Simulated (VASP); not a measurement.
# Sb5Ru3 (Pm-3m) in VASP: further runs

Sb5Ru3 is run at these levels: PBE; tasks: single point.

All numbers are computed with VASP 6.6.1; they aren't measurements. Logs are shortened: lines on timing, memory, paths and dates and some standing lists are left out, and cuts for length are marked.

## 1. The cell of the first run

Symmetry: Pm-3m, No. 221, cubic system. Conventional cell: a = 5.587 Å, b = 5.587 Å, c = 5.587 Å, α = 90.00°, β = 90.00°, γ = 90.00°. Sb (site symmetry 4/mmm) has 2 Sb at 2.79 Å and 4 Ru at 2.79 Å within 3.7 Å. Sb (site symmetry m-3m) has 6 Sb at 2.79 Å within 3.7 Å. Within 3.7 Å of Sb (site symmetry m-3m) lie 6 Ru at 2.79 Å. Within 3.7 Å of Ru (site symmetry 4/mmm) lie 6 Sb at 2.79 Å.

The cell was built from a structure type or drawn by symmetry, and may not be a known phase.

## 2. Single point, PBE

Input file INCAR:

```
PREC = Accurate ; ENCUT = 520
EDIFF = 1E-6 ; ISMEAR = 0
SIGMA = 0.1 ; LREAL = F
LASPH = T ; NELM = 60
ALGO = Normal ; ISIF = 2
LWAVE = F ; LCHARG = F
GGA = PE ; NBANDS = 44
```

Input file KPOINTS:

```
regular mesh
0
Gamma
  8 8 8
```

Input file POSCAR:

```
Sb5Ru3
1.0
    5.5869522944      0.0000000000      0.0000000000
    0.0000000000      5.5869522944      0.0000000000
    0.0000000000      0.0000000000      5.5869522944
Sb Ru
5 3
Direct
    0.0000000000      0.5000000000      0.5000000000
    0.5000000000      0.0000000000      0.5000000000
    0.5000000000      0.5000000000      0.0000000000
    0.5000000000      0.5000000000      0.5000000000
    0.0000000000      0.0000000000      0.0000000000
    0.5000000000      0.0000000000      0.0000000000
    0.0000000000      0.5000000000      0.0000000000
    0.0000000000      0.0000000000      0.5000000000
```

Potentials or basis: VASP PAW PBE potentials, release 64 (Sb, Ru_pv).

Run with:

```sh
$ cat potpaw_PBE.64/Sb/POTCAR potpaw_PBE.64/Ru_pv/POTCAR > POTCAR
$ mpirun -np 1 vasp_std > vasp.out
```

OUTCAR:

```text
PREC = Accurate
   ENCUT = 520
   EDIFF = 1E-6
   ISMEAR = 0
   LREAL = F
   LASPH = T
   NELM = 60
   ISIF = 2
   GGA = PE

 ion  position               nearest neighbor table
   1  0.000  0.500  0.500-   4 2.79   7 2.79   8 2.79   7 2.79   8 2.79   4 2.79
   2  0.500  0.000  0.500-   4 2.79   6 2.79   8 2.79   6 2.79   4 2.79   8 2.79
   3  0.500  0.500  0.000-   4 2.79   6 2.79   7 2.79   4 2.79   6 2.79   7 2.79
   4  0.500  0.500  0.500-   1 2.79   2 2.79   3 2.79   3 2.79   2 2.79   1 2.79
   5  0.000  0.000  0.000-   6 2.79   7 2.79   8 2.79   8 2.79   7 2.79   6 2.79
   6  0.500  0.000  0.000-   2 2.79   3 2.79   5 2.79   2 2.79   3 2.79   5 2.79
   7  0.000  0.500  0.000-   1 2.79   3 2.79   5 2.79   1 2.79   5 2.79   3 2.79
   8  0.000  0.000  0.500-   1 2.79   2 2.79   5 2.79   5 2.79   1 2.79   2 2.79

  LATTYP: Found a simple cubic cell.
 ALAT       =     5.5869522944

  Lattice vectors:

 A1 = (   5.5869522944,   0.0000000000,   0.0000000000)
 A2 = (   0.0000000000,   5.5869522944,   0.0000000000)
 A3 = (   0.0000000000,   0.0000000000,   5.5869522944)

Analysis of symmetry for initial positions (statically):
=====================================================================
 Subroutine PRICEL returns:
 Original cell was already a primitive cell.

 Routine SETGRP: Setting up the symmetry group for a
 simple cubic supercell.

 Subroutine GETGRP returns: Found 48 space group operations
 (whereof 48 operations were pure point group operations)
 out of a pool of 48 trial point group operations.

The static configuration has the point symmetry O_h .

Analysis of symmetry for dynamics (positions and initial velocities):
=====================================================================
 Subroutine PRICEL returns:
 Original cell was already a primitive cell.

 Routine SETGRP: Setting up the symmetry group for a
 simple cubic supercell.

 Subroutine GETGRP returns: Found 48 space group operations
 (whereof 48 operations were pure point group operations)
 out of a pool of 48 trial point group operations.

The dynamic configuration has the point symmetry O_h .

 Subroutine INISYM returns: Found 48 space group operations
 (whereof 48 operations are pure point group operations),
 and found     1 'primitive' translations

----------------------------------------------------------------------------------------

                                     Primitive cell

  volume of cell :     174.3913

  direct lattice vectors                    reciprocal lattice vectors
     5.586952294  0.000000000  0.000000000     0.178988462  0.000000000  0.000000000
     0.000000000  5.586952294  0.000000000     0.000000000  0.178988462  0.000000000
     0.000000000  0.000000000  5.586952294     0.000000000  0.000000000  0.178988462

  length of vectors
     5.586952294  5.586952294  5.586952294     0.178988462  0.178988462  0.178988462

  position of ions in fractional coordinates (direct lattice)
     0.000000000  0.500000000  0.500000000
     0.500000000  0.000000000  0.500000000
     0.500000000  0.500000000  0.000000000
     0.500000000  0.500000000  0.500000000
     0.000000000  0.000000000  0.000000000
     0.500000000  0.000000000  0.000000000
     0.000000000  0.500000000  0.000000000
     0.000000000  0.000000000  0.500000000

  ion indices of the primitive-cell ions
   primitive index   ion index
                 1           1
                 2           2
                 3           3
                 4           4
                 5           5
                 6           6
                 7           7
                 8           8

----------------------------------------------------------------------------------------

 KPOINTS: regular mesh

Automatic generation of k-mesh.
 Grid dimensions read from file:
 generate k-points for:    8    8    8

 Generating k-lattice:

  Cartesian coordinates                     Fractional coordinates (reciprocal lattice)
     0.022373558  0.000000000  0.000000000     0.125000000  0.000000000  0.000000000
     0.000000000  0.022373558  0.000000000     0.000000000  0.125000000  0.000000000
     0.000000000  0.000000000  0.022373558     0.000000000  0.000000000  0.125000000

  Length of vectors
     0.022373558  0.022373558  0.022373558

  Shift w.r.t. Gamma in fractional coordinates (k-lattice)
     0.000000000  0.000000000  0.000000000

 Subroutine IBZKPT returns following result:
 ===========================================

 Found     35 irreducible k-points:

 Following reciprocal coordinates:
            Coordinates               Weight
  0.000000  0.000000  0.000000      1.000000
  0.125000  0.000000  0.000000      6.000000
  0.250000  0.000000  0.000000      6.000000
  0.375000  0.000000  0.000000      6.000000
  0.500000  0.000000  0.000000      3.000000
  0.125000  0.125000  0.000000     12.000000
[... 16 lines left out ...]
  0.375000  0.375000  0.125000     24.000000
  0.500000  0.375000  0.125000     24.000000
 [... further k-points ...]
   k-points           NKPTS =     35   k-points in BZ     NKDIM =     35   number of bands    NBANDS=     44
   number of dos      NEDOS =    301   number of ions     NIONS =      8
   total plane-waves  NPLWV =  74088
   dimension x,y,z NGX =    42 NGY =   42 NGZ =   42
   dimension x,y,z NGXF=    84 NGYF=   84 NGZF=   84
   ions per type =               5   3
   NGX,Y,Z   is equivalent  to a cutoff of  12.50, 12.50, 12.50 a.u.
   NGXF,Y,Z  is equivalent  to a cutoff of  25.00, 25.00, 25.00 a.u.
 SYSTEM =  unknown system
   PREC   = accura    normal or accurate (medium, high low for compatibility)
   ISTART =      0    job   : 0-new  1-cont  2-samecut
   ICHARG =      2    charge: 1-file 2-atom 10-const
   ISPIN  =      1    spin polarized calculation?
   LNONCOLLINEAR =      F non collinear calculations
   LSORBIT =      F    spin-orbit coupling
   LASPH  =      T    aspherical Exc in radial PAW
   ENCUT  =  520.0 eV  38.22 Ry    6.18 a.u.  10.39 10.39 10.39*2*pi/ulx,y,z
   NELM   =     60;   NELMIN=  2; NELMDL= -5     # of ELM steps
   EDIFF  = 0.1E-05   stopping-criterion for ELM
   LREAL  =      F    real-space projection
   EDIFFG = 0.1E-04   stopping-criterion for IOM
   NSW    =      0    number of steps for IOM
   IBRION =     -1    ionic relax: 0-MD 1-quasi-New 2-CG
   NFREE  =      0    steps in history (QN), initial steepest desc. (CG)
   ISIF   =      2    stress and relaxation
   ISYM   =      2    0-nonsym 1-usesym 2-fastsym
   POTIM  = 0.5000    time-step for ionic-motion
   TEBEG  =    0.0;   TEEND  =   0.0 temperature during run
   PSTRESS=    0.0 pullay stress
   NELECT =      67.0000    total number of electrons
   NUPDOWN=      -1.0000    fix difference up-down
   EMIN   =  10.00;   EMAX   =-10.00  energy-range for DOS
   EFERMI =   0.00;   METHOD = LEGACY
   ISMEAR =     0;   SIGMA  =   0.10  broadening in eV -4-tet -1-fermi 0-gaus
   EFERMI_NEDOS =   21; number of points for ismear=-14 and -15
   IALGO  =     38    algorithm
   IMIX   =      4    mixing-type and parameters
     AMIX     =   0.40;   BMIX     =  1.00
     AMIX_MAG =   1.60;   BMIX_MAG =  1.00
  volume/ion in A,a.u.               =      21.80       147.11
  Fermi-wavevector in a.u.,A,eV,Ry     =   1.190122  2.249004 19.271160  1.416390
  Thomas-Fermi vector in A             =   2.326214
   LORBIT       =      0    0 simple, 1 ext, 2 COOP (PROOUT), +10 PAW based schemes
   GGA     = PE    functional components
   LHFCALC =     F    Hartree Fock is set to
   AEXX    =    0.0000 exact exchange contribution
   IVDW    =     0    specifies the selected vdW correction
   LEPSILON=     F    determine dielectric tensor
   LRPA    =     F    only Hartree local field effects (RPA)
 non-spin polarized calculation
 Gauss-broadening in eV      SIGMA  =   0.10
  energy-cutoff  :      520.00
  volume of cell :      174.39
 maximum number of plane-waves:      4714
 NGX is ok and might be reduce to    42
   NGX = 21   NGY = 21   NGZ = 21

 number of electron      67.0000003 magnetization

 Free energy of the ion-electron system (eV)
  ---------------------------------------------------
  ext. energy  EPLUGINS =         0.00000000
  ---------------------------------------------------
  free energy    TOTEN  =       -44.15223818 eV

  energy without entropy =      -44.10206293  energy(sigma->0) =      -44.12715055

 E-fermi :   9.0998     XC(G=0): -11.1101

 val. band max:        9.0943260666   @ k =   0.3750   0.2500   0.0000
 cond. band min:       9.1065906648   @ k =   0.3750   0.2500   0.1250
 fundamental gap:      0.0122645982
 Fermi energy:         9.0997618169

 k-point     1 :       0.0000    0.0000    0.0000
  band No.  band energies     occupation
      1     -32.6913      2.00000
      2     -32.6913      2.00000
      3     -32.6913      2.00000
      4     -32.5983      2.00000
      5     -32.5983      2.00000
      6     -32.5983      2.00000
[... 36 lines left out ...]
     43      11.7004      0.00000
     44      14.5895      0.00000

 k-point     2 :       0.1250    0.0000    0.0000
  band No.  band energies     occupation
      1     -32.6913      2.00000
      2     -32.6913      2.00000
      3     -32.6911      2.00000
      4     -32.5983      2.00000
      5     -32.5983      2.00000
      6     -32.5982      2.00000
[... 36 lines left out ...]
     43      12.2145      0.00000
     44      14.5540      0.00000

 k-point     3 :       0.2500    0.0000    0.0000
  band No.  band energies     occupation
      1     -32.6912      2.00000
      2     -32.6912      2.00000
      3     -32.6907      2.00000
      4     -32.5982      2.00000
      5     -32.5982      2.00000
      6     -32.5979      2.00000
[... 976 lines left out ...]
     43      13.5082      0.00000
     44      14.2102      0.00000

 k-point    24 :       0.5000    0.3750    0.1250
  band No.  band energies     occupation
      1     -32.6964      2.00000
      2     -32.6894      2.00000
      3     -32.6851      2.00000
      4     -32.6020      2.00000
      5     -32.5995      2.00000
      6     -32.5994      2.00000
[... 36 lines left out ...]
     43      13.6061      0.00000
     44      14.9011      0.00000

 [... further k-points ...]

------------------------ aborting loop because EDIFF is reached ----------------------------------------

  FORCE on cell =-STRESS in cart. coord.  units (eV):
  Direction    XX          YY          ZZ          XY          YZ          ZX
  --------------------------------------------------------------------------------------
  -------------------------------------------------------------------------------------
  Total       -0.0889069     -0.0889069     -0.0889069      0.0000000     -0.0000000      0.0000000
  in kB       -0.8168098     -0.8168098     -0.8168098      0.0000000     -0.0000000      0.0000000
  external PRESSURE =      -0.8168098 kB  Pullay stress =       0.0000000 kB

 VOLUME and BASIS-vectors are now :
 -----------------------------------------------------------------------------
  energy-cutoff  :      520.00
  volume of cell :      174.39
      direct lattice vectors                 reciprocal lattice vectors
     5.586952294  0.000000000  0.000000000     0.178988462  0.000000000  0.000000000
     0.000000000  5.586952294  0.000000000     0.000000000  0.178988462  0.000000000
     0.000000000  0.000000000  5.586952294     0.000000000  0.000000000  0.178988462

 POSITION                                       TOTAL-FORCE (eV/Angst)
 -----------------------------------------------------------------------------------
      0.00000      2.79348      2.79348         0.000000      0.000000      0.000000
      2.79348      0.00000      2.79348         0.000000      0.000000      0.000000
      2.79348      2.79348      0.00000         0.000000      0.000000      0.000000
      2.79348      2.79348      2.79348         0.000000      0.000000      0.000000
      0.00000      0.00000      0.00000         0.000000      0.000000      0.000000
      2.79348      0.00000      0.00000         0.000000      0.000000      0.000000
      0.00000      2.79348      0.00000         0.000000      0.000000      0.000000
      0.00000      0.00000      2.79348         0.000000      0.000000      0.000000
 -----------------------------------------------------------------------------------
    total drift:                                0.000000      0.000000     -0.000000

  FREE ENERGIE OF THE ION-ELECTRON SYSTEM (eV)
  ---------------------------------------------------
  free  energy   TOTEN  =       -44.1522381810 eV

  energy  without entropy=      -44.1020629254  energy(sigma->0) =      -44.12715055
```

Run time: 4 min. Hardware: 1 thread of Intel Xeon Platinum 8488C (Sapphire Rapids), shared host; peak memory 0.37 GiB.

What came out:

| Quantity | Value |
| --- | --- |
| Free energy | -44.1522 eV |
| Pressure | -0.1 GPa |
| Band gap on the k mesh | zero (an odd number of electrons rules out a gap without spin polarisation) |

Caveat: spin-orbit coupling is left out, which moves the levels of the heavy elements.

## 3. Single point, PBE

Input file INCAR:

```
SYSTEM = Sb5Ru3
ALGO     = Normal         ! electronic algorithm
EDIFF    = 1E-7           ! SCF threshold, eV
ENCUT    = 520            ! plane-wave cutoff, eV
GGA      = PE             ! functional
ISIF     = 2              ! what is computed and relaxed
ISMEAR   = 0              ! smearing method
LASPH    = .TRUE.         ! aspherical terms in the spheres
LCHARG   = .FALSE.        ! write CHGCAR
LREAL    = .FALSE.        ! projectors in reciprocal space
LWAVE    = .FALSE.        ! write WAVECAR
NBANDS   = 44             ! bands
NELM     = 60             ! most SCF steps
PREC     = Accurate       ! precision mode
SIGMA    = 0.1            ! smearing width, eV
```

Input file KPOINTS:

```
k-points
0
G
  8 8 8
  0 0 0
```

POSCAR is that of step 2.

Potentials or basis: VASP PAW PBE potentials, release 64 (Sb, Ru_pv).

Run with:

```sh
$ cat potpaw_PBE.64/Sb/POTCAR potpaw_PBE.64/Ru_pv/POTCAR > POTCAR
$ mpirun -np 1 vasp_std > vasp.out
```

Wall time 3.8 min (1 thread of Intel Xeon Platinum 8488C (Sapphire Rapids), shared host); peak memory 0.38 GiB.

Results (log left out):

| Property | Result |
| --- | --- |
| Free energy | -44.1522 eV |
| Pressure | -0.1 GPa |
| Band gap on the k mesh | zero (an odd number of electrons rules out a gap without spin polarisation) |

Levels at points of the mesh, in eV from the Fermi level:
| k point | band 30 | band 31 | band 32 | band 33 | band 34 | band 35 | band 36 | band 37 |
| --- | --- | --- | --- | --- | --- | --- | --- | --- |
| (0.00, 0.00, 0.00) | -1.03 | -1.03 | -0.79 | -0.21 | -0.21 | -0.21 | 0.10 | 0.10 |
| (0.50, 0.00, 0.00) | -0.63 | -0.24 | -0.21 | -0.18 | 0.18 | 0.44 | 0.65 | 0.65 |
| (0.50, 0.50, 0.00) | -0.32 | -0.22 | -0.08 | -0.08 | 0.16 | 0.16 | 0.19 | 0.96 |
| (0.50, 0.50, 0.50) | -0.19 | -0.19 | -0.19 | 0.49 | 0.49 | 0.49 | 1.07 | 1.07 |

Caveat: spin-orbit coupling is left out, which moves the levels of the heavy elements.
